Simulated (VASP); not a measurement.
Write the native input for VASP 6.6.1 that does the following.

```yaml
Task: relaxation of cell and atoms
Functional: PBEsol
Potentials_or_basis: VASP PAW PBE potentials, release 64 (Te, Sn_d)
Cutoff: 600 eV
k_mesh: 6 × 6 × 6
Occupations: fermi-dirac, width 0.05 eV
Spin: no spin polarisation
Target_pressure: 10 GPa
Dipole_correction: no
Further_INCAR_settings: ALGO = Normal; EDIFF = 1e-06; IBRION = 2; EDIFFG = -0.01; NSW = 80; ISIF = 3
```

The structure of Sn3Te lies in POSCAR:

```
Sn3Te
1.0
    4.8656220000      0.0000000000      0.0000000000
    0.0000000000      4.8656220000      0.0000000000
    0.0000000000      0.0000000000      4.8656220000
Te Sn
1 3
Direct
    0.0000000000      0.0000000000      0.0000000000
    0.0000000000      0.5000000000      0.5000000000
    0.5000000000      0.0000000000      0.5000000000
    0.5000000000      0.5000000000      0.0000000000
```

These files were run (other wordings do the same):

INCAR

```
PREC     = Accurate       # precision mode
ENCUT    = 600            # plane-wave cutoff, eV
EDIFF    = 1E-6           # SCF threshold, eV
ISMEAR   = -1             # smearing method
SIGMA    = 0.05           # smearing width, eV
LREAL    = F              # projectors in reciprocal space
LASPH    = T              # aspherical terms in the spheres
NELM     = 60             # most SCF steps
ALGO     = Normal         # electronic algorithm
ISIF     = 3              # what is computed and relaxed
LWAVE    = F              # write WAVECAR
LCHARG   = F              # write CHGCAR
GGA      = PS             # functional
IBRION   = 2              # ionic algorithm
NSW      = 80             # ionic steps
EDIFFG   = -0.01          # ionic threshold
PSTRESS  = 100.0
```

KPOINTS

```
Automatic mesh
0
Gamma
  6 6 6
```

Potentials or basis: VASP PAW PBE potentials, release 64 (Te, Sn_d).

Command:

```sh
$ cat potpaw_PBE.64/Te/POTCAR potpaw_PBE.64/Sn_d/POTCAR > POTCAR
$ mpirun -np 1 vasp_std > vasp.out
```

It gave:

```json
{
 "Relaxed volume": "23.71 Å³/atom",
 "Relaxed cell": "a = 4.561 Å, b = 4.561 Å, c = 4.561 Å, α = 90.00°, β = 90.00°, γ = 90.00°",
 "Space group after relaxing (to 0.1 Å)": "Pm-3m (No. 221)",
 "Energy change on relaxing (the run minimises the enthalpy)": "+87.3 meV/atom",
 "Ionic steps": "4",
 "Pressure after relaxing": "10.0 GPa",
 "Band gap on the k mesh": "zero (bands 24 and 25 overlap by 4.56 eV)"
}
```

Caveat: the cell is relaxed towards a set pressure, so the run minimises the enthalpy, not the energy; the volume moved by over 15 % at a fixed basis, so the end points are rough; the PAW data sets were made with another functional, which shifts forces and pressure a little; spin-orbit coupling is left out, which moves the levels of the heavy elements.

Wall time 85 s on 1 thread of Intel(R) Xeon(R) 6975P-C (Granite Rapids), on a shared host, peak memory 0.29 GiB.
